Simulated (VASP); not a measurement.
# NaVS2 (R-3m) in VASP: a series of runs, part 2 of 3

VASP 6.6.1. The steps go on from the part before.

## Step 3: Single point, LDA (13.77 Å³/atom)

This run uses another cell than the first one, of 13.77 Å³/atom.

INCAR

```
PREC     = Accurate       # precision mode
ENCUT    = 520            # plane-wave cutoff, eV
EDIFF    = 1E-7           # SCF threshold, eV
ISMEAR   = -1             # smearing method
SIGMA    = 0.03           # smearing width, eV
LREAL    = False          # projectors in reciprocal space
LASPH    = True           # aspherical terms in the spheres
NELM     = 100            # most SCF steps
ALGO     = Normal         # electronic algorithm
ISIF     = 2              # what is computed and relaxed
LWAVE    = False          # write WAVECAR
LCHARG   = True           # write CHGCAR
GGA      = CA             # functional
LELF     = True           # ELF
LVHAR    = True         
NBANDS   = 24             # bands
```

KPOINTS

```
regular mesh
0
Gamma
  11 11 11
```

POSCAR

```
NaVS2
1.0
    1.6420070644      0.9480132207      5.8962327017
   -1.6420070644      0.9480132207      5.8962327017
    0.0000000000     -1.8960264413      5.8962327017
Na V S
1 1 2
Direct
    0.5000000000      0.5000000000      0.5000000000
    0.0000000000      0.0000000000      0.0000000000
    0.2643788700      0.2643788700      0.2643788700
    0.7356211300      0.7356211300      0.7356211300
```

Potentials or basis: VASP PAW LDA potentials, release 64 (Na_pv, V_sv, S).

Launch:

```
> cat potpaw_LDA.64/Na_pv/POTCAR potpaw_LDA.64/V_sv/POTCAR potpaw_LDA.64/S/POTCAR > POTCAR
> mpirun -np 1 vasp_std > vasp.out
```

OUTCAR:

```text
PREC = Accurate
   ENCUT = 520
   EDIFF = 1E-7
   ISMEAR = -1
   LREAL = False
   LASPH = True
   NELM = 100
   ISIF = 2
   GGA = CA

 ion  position               nearest neighbor table
   1  0.500  0.500  0.500-   3 2.57   3 2.57   4 2.57   4 2.57   3 2.57   4 2.57
   2  0.000  0.000  0.000-   4 2.25   4 2.25   3 2.25   3 2.25   4 2.25   3 2.25
   3  0.264  0.264  0.264-   2 2.25   2 2.25   2 2.25   1 2.57   1 2.57   1 2.57
   4  0.736  0.736  0.736-   2 2.25   2 2.25   2 2.25   1 2.57   1 2.57   1 2.57

  LATTYP: Found a trigonal (rhomboedric) cell.
 ALAT       =     6.1935834812
 COS(alpha) =     0.8594288989

  Lattice vectors:

 A1 = (   1.6420070644,   0.9480132207,   5.8962327017)
 A2 = (  -1.6420070644,   0.9480132207,   5.8962327017)
 A3 = (   0.0000000000,  -1.8960264413,   5.8962327017)

Analysis of symmetry for initial positions (statically):
=====================================================================
 Subroutine PRICEL returns:
 Original cell was already a primitive cell.

 Routine SETGRP: Setting up the symmetry group for a
 trigonal (rhombohedral) supercell.

[... 164 lines left out ...]
  ext. energy  EPLUGINS =         0.00000000
  ---------------------------------------------------
  free energy    TOTEN  =       -24.39858315 eV

  energy without entropy =      -24.39335804  energy(sigma->0) =      -24.39597059

 E-fermi :   8.1907     XC(G=0): -11.5973

 val. band max:        8.1716675012   @ k =   0.1818   0.0909   0.0909
 cond. band min:       8.1936662905   @ k =  -0.3636   0.2727   0.0000
 fundamental gap:      0.0219987893
 Fermi energy:         8.1907176330

 k-point     1 :       0.0000    0.0000    0.0000
  band No.  band energies     occupation
      1     -55.7031      2.00000
      2     -30.1143      2.00000
      3     -30.1143      2.00000
      4     -29.8219      2.00000
      5     -15.8038      2.00000
      6     -15.6750      2.00000
[... 637 lines left out ...]
     23      16.1003      0.00000
     24      16.7131      0.00000

 [... further k-points ...]
[... 5 lines left out ...]
  --------------------------------------------------------------------------------------
  -------------------------------------------------------------------------------------
  Total        5.8466148      5.8466148      9.6480995     -0.0000000      0.0000000      0.0000000
  in kB      170.0982268    170.0982268    280.6965517     -0.0000000      0.0000000      0.0000000
  external PRESSURE =     206.9643351 kB  Pullay stress =       0.0000000 kB

 VOLUME and BASIS-vectors are now :
 -----------------------------------------------------------------------------
  energy-cutoff  :      520.00
  volume of cell :       55.07
      direct lattice vectors                 reciprocal lattice vectors
     1.642007064  0.948013221  5.896232702     0.304505389  0.175806268  0.056533273
    -1.642007064  0.948013221  5.896232702    -0.304505389  0.175806268  0.056533273
     0.000000000 -1.896026441  5.896232702     0.000000000 -0.351612537  0.056533273

 POSITION                                       TOTAL-FORCE (eV/Angst)
 -----------------------------------------------------------------------------------
      0.00000      0.00000      8.84435         0.000000      0.000000      0.000000
      0.00000      0.00000      0.00000        -0.000000      0.000000      0.000000
      0.00000      0.00000      4.67652        -0.000000     -0.000000     -1.879915
      0.00000      0.00000     13.01218        -0.000000      0.000000      1.879915
 -----------------------------------------------------------------------------------
    total drift:                               -0.000000     -0.000000     -0.000000

  FREE ENERGIE OF THE ION-ELECTRON SYSTEM (eV)
  ---------------------------------------------------
  free  energy   TOTEN  =       -24.3985831455 eV

  energy  without entropy=      -24.3933580430  energy(sigma->0) =      -24.39597059
```

stdout:

```text
POSCAR found type information on POSCAR NaV S
 POSCAR found :  3 types and       4 ions
 scaLAPACK will be used
 LDA part: xc-table for (Slater(with rela. corr.)+CA(PZ))
 , standard interpolation
 POSCAR, INCAR and KPOINTS ok, starting setup
 FFT: planning ... GRIDC
 FFT: planning ... GRID_SOFT
 FFT: planning ... GRID
 WAVECAR not read
 entering main loop
```

Wall time 4.1 min (1 thread of Intel Xeon 6975P-C (Granite Rapids), shared host); peak memory 0.38 GiB.

What came out:

```
Free energy            : -24.3986 eV
Pressure               : 20.7 GPa
Largest force          : 1.880 eV/Å
Band gap on the k mesh : zero (bands 16 and 17 overlap by 0.75 eV)
```

Forces in eV/Å, atoms in the order of the input:
```
Na   0.000  0.000  0.000
V    0.000  0.000  0.000
S    0.000  0.000 -1.880
S    0.000  0.000  1.880
```

Stress tensor (GPa, compression positive):
```
17.01  0.00  0.00
 0.00 17.01  0.00
 0.00  0.00 28.07
```

Caveat: the cell stands under pressure; the run has no spin polarisation, though such a crystal can be magnetic; forces of over 1 eV/Å act on the atoms, so gaps and moduli don't describe the material at rest. With open d or f shells a metallic result of LDA can be an artefact of self-interaction; +U or a hybrid may open a gap.

## Step 4: Single point, LDA (14.85 Å³/atom)

This run uses another cell than the first one, of 14.85 Å³/atom.

INCAR

```
ALGO = Normal
EDIFF = 1E-6
ENCUT = 520
GGA = CA
ISIF = 2
ISMEAR = -1
LASPH = T
LCHARG = F
LREAL = F
LWAVE = F
NBANDS = 24
NELM = 100
PREC = Accurate
SIGMA = 0.03
```

KPOINTS

```
k-points
0
Gamma
  11 11 11
```

POSCAR

```
NaVS2
1.0
    1.6841280448      0.9723317800      6.0474836354
   -1.6841280448      0.9723317800      6.0474836354
    0.0000000000     -1.9446635600      6.0474836354
Na V S
1 1 2
Direct
    0.5000000000      0.5000000000      0.5000000000
    0.0000000000      0.0000000000      0.0000000000
    0.2643788700      0.2643788700      0.2643788700
    0.7356211300      0.7356211300      0.7356211300
```

Potentials or basis: VASP PAW LDA potentials, release 64 (Na_pv, V_sv, S).

Launch:

```
> cat potpaw_LDA.64/Na_pv/POTCAR potpaw_LDA.64/V_sv/POTCAR potpaw_LDA.64/S/POTCAR > POTCAR
> mpirun -np 1 vasp_std > vasp.out
```

OUTCAR:

```text
EDIFF = 1E-6
   ENCUT = 520
   GGA = CA
   ISIF = 2
   ISMEAR = -1
   LASPH = T
   LREAL = F
   NELM = 100
   PREC = Accurate

 ion  position               nearest neighbor table
   1  0.500  0.500  0.500-   3 2.63   4 2.63   3 2.63   3 2.63   4 2.63   4 2.63
   2  0.000  0.000  0.000-   4 2.31   3 2.31   4 2.31   4 2.31   3 2.31   3 2.31
   3  0.264  0.264  0.264-   2 2.31   2 2.31   2 2.31   1 2.63   1 2.63   1 2.63
   4  0.736  0.736  0.736-   2 2.31   2 2.31   2 2.31   1 2.63   1 2.63   1 2.63

  LATTYP: Found a trigonal (rhomboedric) cell.
 ALAT       =     6.3524620961
 COS(alpha) =     0.8594288989

  Lattice vectors:

 A1 = (   1.6841280448,   0.9723317800,   6.0474836354)
 A2 = (  -1.6841280448,   0.9723317800,   6.0474836354)
 A3 = (   0.0000000000,  -1.9446635600,   6.0474836354)

Analysis of symmetry for initial positions (statically):
=====================================================================
 Subroutine PRICEL returns:
 Original cell was already a primitive cell.

[... 165 lines left out ...]
  ---------------------------------------------------
  ext. energy  EPLUGINS =         0.00000000
  ---------------------------------------------------
  free energy    TOTEN  =       -24.78800710 eV

  energy without entropy =      -24.78260023  energy(sigma->0) =      -24.78530367

 E-fermi :   7.3114     XC(G=0): -11.2235

 val. band max:        7.2965095698   @ k =  -0.2727   0.3636   0.0909
 cond. band min:       7.3225538471   @ k =  -0.4545   0.2727   0.0000
 fundamental gap:      0.0260442773
 Fermi energy:         7.3113765726

 k-point     1 :       0.0000    0.0000    0.0000
  band No.  band energies     occupation
      1     -56.6775      2.00000
      2     -31.0622      2.00000
      3     -31.0622      2.00000
      4     -30.7748      2.00000
      5     -16.6466      2.00000
      6     -16.5584      2.00000
[... 637 lines left out ...]
     23      14.8684      0.00000
     24      15.5758      0.00000

 [... further k-points ...]
[... 5 lines left out ...]
  --------------------------------------------------------------------------------------
  -------------------------------------------------------------------------------------
  Total        1.9676840      1.9676840      5.5717291      0.0000000     -0.0000000      0.0000000
  in kB       53.0579407     53.0579407    150.2398128      0.0000000     -0.0000000      0.0000000
  external PRESSURE =      85.4518981 kB  Pullay stress =       0.0000000 kB

 VOLUME and BASIS-vectors are now :
 -----------------------------------------------------------------------------
  energy-cutoff  :      520.00
  volume of cell :       59.42
      direct lattice vectors                 reciprocal lattice vectors
     1.684128045  0.972331780  6.047483635     0.296889540  0.171409256  0.055119344
    -1.684128045  0.972331780  6.047483635    -0.296889540  0.171409256  0.055119344
     0.000000000 -1.944663560  6.047483635     0.000000000 -0.342818511  0.055119344

 POSITION                                       TOTAL-FORCE (eV/Angst)
 -----------------------------------------------------------------------------------
      0.00000      0.00000      9.07123        -0.000000      0.000000      0.000000
      0.00000      0.00000      0.00000         0.000000      0.000000     -0.000000
      0.00000      0.00000      4.79648        -0.000000      0.000000     -1.053635
      0.00000      0.00000     13.34597        -0.000000     -0.000000      1.053635
 -----------------------------------------------------------------------------------
    total drift:                               -0.000000     -0.000000     -0.000000

  FREE ENERGIE OF THE ION-ELECTRON SYSTEM (eV)
  ---------------------------------------------------
  free  energy   TOTEN  =       -24.7880071010 eV

  energy  without entropy=      -24.7826002298  energy(sigma->0) =      -24.78530367
```

OSZICAR:

```text
N       E                     dE             d eps       ncg     rms          rms(c)
DAV:   1     0.314650773511E+03    0.31465E+03   -0.15825E+04  7008   0.147E+03
DAV:   2    -0.576999792614E+01   -0.32042E+03   -0.30314E+03  7320   0.423E+02
DAV:   3    -0.274896982364E+02   -0.21720E+02   -0.21114E+02  8904   0.106E+02
DAV:   4    -0.280258677687E+02   -0.53617E+00   -0.53479E+00  8280   0.173E+01
DAV:   5    -0.280396027692E+02   -0.13735E-01   -0.13732E-01  9368   0.276E+00    0.244E+01
DAV:   6    -0.269571218687E+02    0.10825E+01   -0.17017E+01  7264   0.420E+01    0.154E+01
DAV:   7    -0.253576076307E+02    0.15995E+01   -0.13744E+01  7912   0.405E+01    0.108E+01
DAV:   8    -0.248035963695E+02    0.55401E+00   -0.11222E+00  7424   0.105E+01    0.155E+00
DAV:   9    -0.247898151435E+02    0.13781E-01   -0.10531E-01  9024   0.234E+00    0.503E-01
DAV:  10    -0.247881844985E+02    0.16306E-02   -0.74620E-03  7832   0.738E-01    0.202E-01
DAV:  11    -0.247880233366E+02    0.16116E-03   -0.68060E-04  9704   0.211E-01    0.977E-02
DAV:  12    -0.247880301541E+02   -0.68175E-05   -0.64273E-05  7848   0.548E-02    0.418E-02
DAV:  13    -0.247880071640E+02    0.22990E-04   -0.61102E-05  8416   0.840E-02    0.291E-02
DAV:  14    -0.247880071010E+02    0.62985E-07   -0.76241E-06  8208   0.277E-02
   1 F= -.24788007E+02 E0= -.24785304E+02  d E =-.540687E-02
```

stdout:

```text
POSCAR found type information on POSCAR NaV S
 POSCAR found :  3 types and       4 ions
 scaLAPACK will be used
 LDA part: xc-table for (Slater(with rela. corr.)+CA(PZ))
 , standard interpolation
 POSCAR, INCAR and KPOINTS ok, starting setup
 FFT: planning ... GRIDC
 FFT: planning ... GRID_SOFT
 FFT: planning ... GRID
 WAVECAR not read
 entering main loop
```

Run time: 3.2 min. Hardware: 1 thread of Intel Xeon 6975P-C (Granite Rapids), shared host; peak memory 0.39 GiB.

Results:

| Item | Value |
| --- | --- |
| Free energy | -24.7880 eV |
| Pressure | 8.5 GPa |
| Largest force | 1.054 eV/Å |
| Band gap on the k mesh | zero (bands 16 and 17 overlap by 0.65 eV) |

Forces on the atoms (eV/Å):
```
Na   0.000  0.000  0.000
V    0.000  0.000  0.000
S    0.000  0.000 -1.054
S    0.000  0.000  1.054
```

Stress tensor (GPa, compression positive):
```
 5.31  0.00  0.00
 0.00  5.31  0.00
 0.00  0.00 15.02
```

Caveat: the cell stands under pressure; the run has no spin polarisation, though such a crystal can be magnetic; forces of over 1 eV/Å act on the atoms, so gaps and moduli don't describe the material at rest. With open d or f shells a metallic result of LDA can be an artefact of self-interaction; +U or a hybrid may open a gap.

[end of part 2 of 3]
